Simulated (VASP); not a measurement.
# Pd in VASP: notebook

Pd is run at these levels: PBE; tasks: single point.

Program: VASP 6.6.1. These are calculated values, not measurements. Logs are shortened: lines on timing, memory, paths and dates and some standing lists are left out, and cuts for length are marked.

**1. The cell of the first run**

The structure is cubic, space group Fm-3m (No. 225). The conventional cell has a = 3.695 Å, b = 3.695 Å, c = 3.695 Å, α = 90.00°, β = 90.00°, γ = 90.00°. Within 3.4 Å of Pd (site symmetry m-3m) lie 12 Pd at 2.61 Å.

**2. Single point, PBE (strain -0.050 along x and y, -0.050 along z)**

INCAR

```
SYSTEM = Pd
ALGO = Normal
EDIFF = 1E-6
ENCUT = 520
GGA = PE
ISIF = 2
ISMEAR = 0
LASPH = .TRUE.
LCHARG = .TRUE.
LELF = .TRUE.
LREAL = .FALSE.
LVHAR = .TRUE.
LWAVE = .FALSE.
NBANDS = 11
NELM = 100
PREC = Accurate
SIGMA = 0.15
```

KPOINTS

```
k-points
0
G
  8 8 8
  0 0 0
```

POSCAR

```
Pd
1.0
    0.0000000000      1.8476550000      1.8476550000
    1.8476550000      0.0000000000      1.8476550000
    1.8476550000      1.8476550000      0.0000000000
Pd
1
Direct
    0.0000000000      0.0000000000      0.0000000000
```

Potentials or basis: VASP PAW PBE potentials, release 64 (Pd).

Started as:

```console
$ cat potpaw_PBE.64/Pd/POTCAR > POTCAR
$ mpirun -np 1 vasp_std > vasp.out
```

OUTCAR:

```text
SYSTEM = Pd
   EDIFF = 1E-6
   ENCUT = 520
   GGA = PE
   ISIF = 2
   ISMEAR = 0
   LASPH = .TRUE.
   LREAL = .FALSE.
   NELM = 100
   PREC = Accurate

 ion  position               nearest neighbor table
   1  0.000  0.000  0.000-

  LATTYP: Found a face centered cubic cell.
 ALAT       =     3.6953100000

  Lattice vectors:

 A1 = (   0.0000000000,   1.8476550000,   1.8476550000)
 A2 = (   1.8476550000,   0.0000000000,   1.8476550000)
 A3 = (   1.8476550000,   1.8476550000,   0.0000000000)

Analysis of symmetry for initial positions (statically):
=====================================================================
 Subroutine PRICEL returns:
 Original cell was already a primitive cell.

 Routine SETGRP: Setting up the symmetry group for a
 face centered cubic supercell.

 Subroutine GETGRP returns: Found 48 space group operations
 (whereof 48 operations were pure point group operations)
 out of a pool of 48 trial point group operations.

The static configuration has the point symmetry O_h .

Analysis of symmetry for dynamics (positions and initial velocities):
=====================================================================
 Subroutine PRICEL returns:
 Original cell was already a primitive cell.

 Routine SETGRP: Setting up the symmetry group for a
 face centered cubic supercell.

 Subroutine GETGRP returns: Found 48 space group operations
 (whereof 48 operations were pure point group operations)
 out of a pool of 48 trial point group operations.

The dynamic configuration has the point symmetry O_h .

 Subroutine INISYM returns: Found 48 space group operations
 (whereof 48 operations are pure point group operations),
 and found     1 'primitive' translations

----------------------------------------------------------------------------------------

                                     Primitive cell

  volume of cell :      12.6152

  direct lattice vectors                    reciprocal lattice vectors
     0.000000000  1.847655000  1.847655000    -0.270613291  0.270613291  0.270613291
     1.847655000  0.000000000  1.847655000     0.270613291 -0.270613291  0.270613291
     1.847655000  1.847655000  0.000000000     0.270613291  0.270613291 -0.270613291

  length of vectors
     2.612978760  2.612978760  2.612978760     0.468715969  0.468715969  0.468715969

[... 76 lines left out ...]
   ENCUT  =  520.0 eV  38.22 Ry    6.18 a.u.   4.86  4.86  4.86*2*pi/ulx,y,z
   NELM   =    100;   NELMIN=  2; NELMDL= -5     # of ELM steps
   EDIFF  = 0.1E-05   stopping-criterion for ELM
   LREAL  =      F    real-space projection
   EDIFFG = 0.1E-04   stopping-criterion for IOM
   NSW    =      0    number of steps for IOM
   IBRION =     -1    ionic relax: 0-MD 1-quasi-New 2-CG
   NFREE  =      0    steps in history (QN), initial steepest desc. (CG)
   ISIF   =      2    stress and relaxation
   ISYM   =      2    0-nonsym 1-usesym 2-fastsym
   POTIM  = 0.5000    time-step for ionic-motion
   TEBEG  =    0.0;   TEEND  =   0.0 temperature during run
   PSTRESS=    0.0 pullay stress
   NELECT =      10.0000    total number of electrons
   NUPDOWN=      -1.0000    fix difference up-down
   EMIN   =  10.00;   EMAX   =-10.00  energy-range for DOS
   EFERMI =   0.00;   METHOD = LEGACY
   ISMEAR =     0;   SIGMA  =   0.15  broadening in eV -4-tet -1-fermi 0-gaus
   EFERMI_NEDOS =   21; number of points for ismear=-14 and -15
   IALGO  =     38    algorithm
   IMIX   =      4    mixing-type and parameters
     AMIX     =   0.40;   BMIX     =  1.00
     AMIX_MAG =   1.60;   BMIX_MAG =  1.00
  volume/ion in A,a.u.               =      12.62        85.13
  Fermi-wavevector in a.u.,A,eV,Ry     =   1.515109  2.863141 31.232936  2.295556
  Thomas-Fermi vector in A             =   2.624677
   LORBIT       =      0    0 simple, 1 ext, 2 COOP (PROOUT), +10 PAW based schemes
   GGA     = PE    functional components
   LHFCALC =     F    Hartree Fock is set to
   AEXX    =    0.0000 exact exchange contribution
   IVDW    =     0    specifies the selected vdW correction
   LEPSILON=     F    determine dielectric tensor
   LRPA    =     F    only Hartree local field effects (RPA)
 non-spin polarized calculation
 Gauss-broadening in eV      SIGMA  =   0.15
  energy-cutoff  :      520.00
  volume of cell :       12.62
 maximum number of plane-waves:       347
   NGX =  9   NGY =  9   NGZ =  9

 number of electron      10.0000002 magnetization

 Free energy of the ion-electron system (eV)
  ---------------------------------------------------
  ext. energy  EPLUGINS =         0.00000000
  ---------------------------------------------------
  free energy    TOTEN  =        -4.81801361 eV

  energy without entropy =       -4.79483353  energy(sigma->0) =       -4.80642357

 E-fermi :  12.8033     XC(G=0): -14.1792

 val. band max:       12.7592120734   @ k =  -0.3750   0.3750   0.1250
 cond. band min:      12.8264099666   @ k =   0.5000   0.2500   0.0000
 fundamental gap:      0.0671978933
 Fermi energy:        12.8032850403

 k-point     1 :       0.0000    0.0000    0.0000
  band No.  band energies     occupation
      1       4.2530      2.00000
      2       9.0632      2.00000
      3       9.0632      2.00000
      4       9.0632      2.00000
      5      11.1409      2.00000
      6      11.1409      2.00000
      7      29.8032      0.00000
      8      35.4956      0.00000
      9      35.4956      0.00000
     10      35.4956      0.00000
     11      38.3325      0.00000
[... 309 lines left out ...]
 k-point    24 :      -0.3750    0.2500    0.1250
  band No.  band energies     occupation
      1       7.1767      2.00000
      2       7.9988      2.00000
      3       9.5533      2.00000
      4      10.1451      2.00000
      5      12.5224      1.99191
      6      18.0603      0.00000
      7      21.2855      0.00000
      8      29.4716      0.00000
      9      30.3298      0.00000
     10      35.1369      0.00000
     11      38.3744      0.00000

 [... further k-points ...]
[... 5 lines left out ...]
  --------------------------------------------------------------------------------------
  -------------------------------------------------------------------------------------
  Total        4.4214581      4.4214581      4.4214581      0.0000000      0.0000000      0.0000000
  in kB      561.5435637    561.5435637    561.5435637      0.0000000      0.0000000      0.0000000
  external PRESSURE =     561.5435637 kB  Pullay stress =       0.0000000 kB

 VOLUME and BASIS-vectors are now :
 -----------------------------------------------------------------------------
  energy-cutoff  :      520.00
  volume of cell :       12.62
      direct lattice vectors                 reciprocal lattice vectors
     0.000000000  1.847655000  1.847655000    -0.270613291  0.270613291  0.270613291
     1.847655000  0.000000000  1.847655000     0.270613291 -0.270613291  0.270613291
     1.847655000  1.847655000  0.000000000     0.270613291  0.270613291 -0.270613291

 POSITION                                       TOTAL-FORCE (eV/Angst)
 -----------------------------------------------------------------------------------
      0.00000      0.00000      0.00000         0.000000      0.000000      0.000000
 -----------------------------------------------------------------------------------
    total drift:                               -0.000000     -0.000000     -0.000000

  FREE ENERGIE OF THE ION-ELECTRON SYSTEM (eV)
  ---------------------------------------------------
  free  energy   TOTEN  =        -4.8180136064 eV

  energy  without entropy=       -4.7948335250  energy(sigma->0) =       -4.80642357
```

OSZICAR:

```text
N       E                     dE             d eps       ncg     rms          rms(c)
DAV:   1     0.443059900386E+02    0.44306E+02   -0.52189E+03   638   0.870E+02
DAV:   2    -0.451753195493E+01   -0.48824E+02   -0.46873E+02   701   0.191E+02
DAV:   3    -0.511098412734E+01   -0.59345E+00   -0.59188E+00   805   0.221E+01
DAV:   4    -0.511300780034E+01   -0.20237E-02   -0.20235E-02   776   0.134E+00
DAV:   5    -0.511302463103E+01   -0.16831E-04   -0.16832E-04   833   0.115E-01    0.124E+01
DAV:   6    -0.484599529913E+01    0.26703E+00   -0.83544E-01   800   0.785E+00    0.643E+00
DAV:   7    -0.482392816314E+01    0.22067E-01   -0.29771E-02   816   0.118E+00    0.291E+00
DAV:   8    -0.481800345096E+01    0.59247E-02   -0.18459E-03   784   0.384E-01    0.596E-02
DAV:   9    -0.481800881640E+01   -0.53654E-05   -0.17826E-05   820   0.384E-02    0.135E-02
DAV:  10    -0.481801373502E+01   -0.49186E-05   -0.19439E-06   804   0.114E-02    0.200E-03
DAV:  11    -0.481801360641E+01    0.12861E-06   -0.43310E-08   514   0.167E-03
   1 F= -.48180136E+01 E0= -.48064236E+01  d E =-.231801E-01
```

stdout:

```text
POSCAR found type information on POSCAR Pd
 POSCAR found :  1 types and       1 ions
 scaLAPACK will be used
 LDA part: xc-table for (Slater+PW92), standard interpolation
 POSCAR, INCAR and KPOINTS ok, starting setup
 FFT: planning ... GRIDC
 FFT: planning ... GRID_SOFT
 FFT: planning ... GRID
 WAVECAR not read
 entering main loop
```

Wall time 3.5 s (1 thread of AMD EPYC 9R14 (Zen 4), shared host); peak memory 0.09 GiB.

What came out:

* Free energy: -4.8180 eV
* Pressure: 56.2 GPa
* Band gap on the k mesh: zero (band 5 reaches 13.13 eV, above the bottom of band 6 at 11.04 eV)

Caveat: the k points lie up to 0.37 Å⁻¹ apart; the cell differs from its parent crystal (strain -0.050 along x and y, -0.050 along z).

**3. Single point, PBE (strain -0.025 along x and y, -0.025 along z)**

INCAR

```
SYSTEM = Pd
PREC = Accurate ; ENCUT = 520
EDIFF = 1E-7 ; ISMEAR = 0
SIGMA = 0.15 ; LREAL = .False.
LASPH = .True. ; NELM = 80
ALGO = Fast ; ISIF = 2
LWAVE = .False. ; LCHARG = .True.
GGA = PE ; LELF = .True.
LVHAR = .True. ; NBANDS = 11
```

KPOINTS

```
Automatic mesh
0
Gamma
  8 8 8
  0 0 0
```

POSCAR

```
Pd
1.0
    0.0000000000      1.8962775000      1.8962775000
    1.8962775000      0.0000000000      1.8962775000
    1.8962775000      1.8962775000      0.0000000000
Pd
1
Direct
    0.0000000000      0.0000000000      0.0000000000
```

Potentials or basis: VASP PAW PBE potentials, release 64 (Pd).

Started as:

```console
$ cat potpaw_PBE.64/Pd/POTCAR > POTCAR
$ mpirun -np 1 vasp_std > vasp.out
```

OUTCAR:

```text
SYSTEM = Pd
   PREC = Accurate
   ENCUT = 520
   EDIFF = 1E-7
   ISMEAR = 0
   LREAL = .False.
   LASPH = .True.
   NELM = 80
   ISIF = 2
   GGA = PE

 ion  position               nearest neighbor table
   1  0.000  0.000  0.000-

  LATTYP: Found a face centered cubic cell.
 ALAT       =     3.7925550000

  Lattice vectors:

 A1 = (   0.0000000000,   1.8962775000,   1.8962775000)
 A2 = (   1.8962775000,   0.0000000000,   1.8962775000)
 A3 = (   1.8962775000,   1.8962775000,   0.0000000000)

Analysis of symmetry for initial positions (statically):
=====================================================================
 Subroutine PRICEL returns:
 Original cell was already a primitive cell.

 Routine SETGRP: Setting up the symmetry group for a
 face centered cubic supercell.

 Subroutine GETGRP returns: Found 48 space group operations
 (whereof 48 operations were pure point group operations)
 out of a pool of 48 trial point group operations.

The static configuration has the point symmetry O_h .

Analysis of symmetry for dynamics (positions and initial velocities):
=====================================================================
 Subroutine PRICEL returns:
 Original cell was already a primitive cell.

 Routine SETGRP: Setting up the symmetry group for a
 face centered cubic supercell.

 Subroutine GETGRP returns: Found 48 space group operations
 (whereof 48 operations were pure point group operations)
 out of a pool of 48 trial point group operations.

The dynamic configuration has the point symmetry O_h .

 Subroutine INISYM returns: Found 48 space group operations
 (whereof 48 operations are pure point group operations),
 and found     1 'primitive' translations

----------------------------------------------------------------------------------------

                                     Primitive cell

  volume of cell :      13.6375

  direct lattice vectors                    reciprocal lattice vectors
[... 106 lines left out ...]
  volume/ion in A,a.u.               =      13.64        92.03
  Fermi-wavevector in a.u.,A,eV,Ry     =   1.476260  2.789727 29.651782  2.179344
  Thomas-Fermi vector in A             =   2.590809
   LORBIT       =      0    0 simple, 1 ext, 2 COOP (PROOUT), +10 PAW based schemes
   GGA     = PE    functional components
   LHFCALC =     F    Hartree Fock is set to
   AEXX    =    0.0000 exact exchange contribution
   IVDW    =     0    specifies the selected vdW correction
   LEPSILON=     F    determine dielectric tensor
   LRPA    =     F    only Hartree local field effects (RPA)
 non-spin polarized calculation
 RMM-DIIS sequential band-by-band and
 Gauss-broadening in eV      SIGMA  =   0.15
  energy-cutoff  :      520.00
  volume of cell :       13.64
 maximum number of plane-waves:       380
   NGX =  9   NGY =  9   NGZ =  9

 number of electron      10.0000001 magnetization

 Free energy of the ion-electron system (eV)
  ---------------------------------------------------
  ext. energy  EPLUGINS =         0.00000000
  ---------------------------------------------------
  free energy    TOTEN  =        -5.07918475 eV

  energy without entropy =       -5.05546261  energy(sigma->0) =       -5.06732368

 E-fermi :  11.2848     XC(G=0): -13.6750

 val. band max:       11.2383886078   @ k =  -0.3750   0.3750   0.1250
 cond. band min:      11.2935195427   @ k =   0.5000   0.2500   0.0000
 fundamental gap:      0.0551309349
 Fermi energy:        11.2847660839

 k-point     1 :       0.0000    0.0000    0.0000
  band No.  band energies     occupation
      1       3.4045      2.00000
      2       7.9836      2.00000
      3       7.9836      2.00000
      4       7.9836      2.00000
      5       9.8131      2.00000
      6       9.8131      2.00000
      7      28.3683      0.00000
      8      33.5948      0.00000
      9      33.5948      0.00000
     10      33.5948      0.00000
     11      38.9997      0.00000
[... 309 lines left out ...]
 k-point    24 :      -0.3750    0.2500    0.1250
  band No.  band energies     occupation
      1       6.2786      2.00000
      2       7.0598      2.00000
      3       8.4179      2.00000
      4       8.9508      2.00000
      5      11.0323      1.98268
      6      16.2795      0.00000
      7      19.1507      0.00000
      8      27.4140      0.00000
      9      27.9822      0.00000
     10      33.0017      0.00000
     11      39.0206      0.00000

 [... further k-points ...]
[... 5 lines left out ...]
  --------------------------------------------------------------------------------------
  -------------------------------------------------------------------------------------
  Total        2.3455848      2.3455848      2.3455848     -0.0000000      0.0000000      0.0000000
  in kB      275.5662646    275.5662646    275.5662646     -0.0000000      0.0000000      0.0000000
  external PRESSURE =     275.5662646 kB  Pullay stress =       0.0000000 kB

 VOLUME and BASIS-vectors are now :
 -----------------------------------------------------------------------------
  energy-cutoff  :      520.00
  volume of cell :       13.64
      direct lattice vectors                 reciprocal lattice vectors
     0.000000000  1.896277500  1.896277500    -0.263674489  0.263674489  0.263674489
     1.896277500  0.000000000  1.896277500     0.263674489 -0.263674489  0.263674489
     1.896277500  1.896277500  0.000000000     0.263674489  0.263674489 -0.263674489

 POSITION                                       TOTAL-FORCE (eV/Angst)
 -----------------------------------------------------------------------------------
      0.00000      0.00000      0.00000         0.000000      0.000000     -0.000000
 -----------------------------------------------------------------------------------
    total drift:                               -0.000000     -0.000000     -0.000000

  FREE ENERGIE OF THE ION-ELECTRON SYSTEM (eV)
  ---------------------------------------------------
  free  energy   TOTEN  =        -5.0791847540 eV

  energy  without entropy=       -5.0554626145  energy(sigma->0) =       -5.06732368
```

OSZICAR:

```text
N       E                     dE             d eps       ncg     rms          rms(c)
DAV:   1     0.448206425007E+02    0.44821E+02   -0.52438E+03   638   0.866E+02
DAV:   2    -0.478504360906E+01   -0.49606E+02   -0.48539E+02   728   0.184E+02
DAV:   3    -0.535928539155E+01   -0.57424E+00   -0.57337E+00   755   0.218E+01
DAV:   4    -0.536134734321E+01   -0.20620E-02   -0.20617E-02   780   0.136E+00
DAV:   5    -0.536136572711E+01   -0.18384E-04   -0.18385E-04   812   0.123E-01    0.983E+00
RMM:   6    -0.509837892713E+01    0.26299E+00   -0.33843E-01   682   0.548E+00    0.498E+00
RMM:   7    -0.508402262902E+01    0.14356E-01   -0.71823E-03   745   0.981E-01    0.254E+00
RMM:   8    -0.507916287249E+01    0.48598E-02   -0.89560E-04   749   0.279E-01    0.604E-02
RMM:   9    -0.507917866154E+01   -0.15789E-04   -0.10877E-04   797   0.760E-02    0.146E-02
RMM:  10    -0.507918412093E+01   -0.54594E-05   -0.20602E-05   821   0.336E-02    0.609E-03
RMM:  11    -0.507918458354E+01   -0.46261E-06   -0.69344E-06   826   0.180E-02    0.303E-03
RMM:  12    -0.507918479543E+01   -0.21189E-06   -0.15102E-06   764   0.863E-03    0.144E-03
RMM:  13    -0.507918475404E+01    0.41384E-07   -0.48528E-07   677   0.434E-03
   1 F= -.50791848E+01 E0= -.50673237E+01  d E =-.237221E-01
```

Wall time 4.2 s (1 thread of AMD EPYC 9R14 (Zen 4), shared host); peak memory 0.09 GiB.

Results:

```yaml
Free_energy: -5.0792 eV
Pressure: 27.6 GPa
Band_gap_on_the_k_mesh: zero (band 5 reaches 11.56 eV, above the bottom of band 6 at 9.73 eV)
```

Caveat: the cell differs from its parent crystal (strain -0.025 along x and y, -0.025 along z).

(Continued in part 2 of 2.)
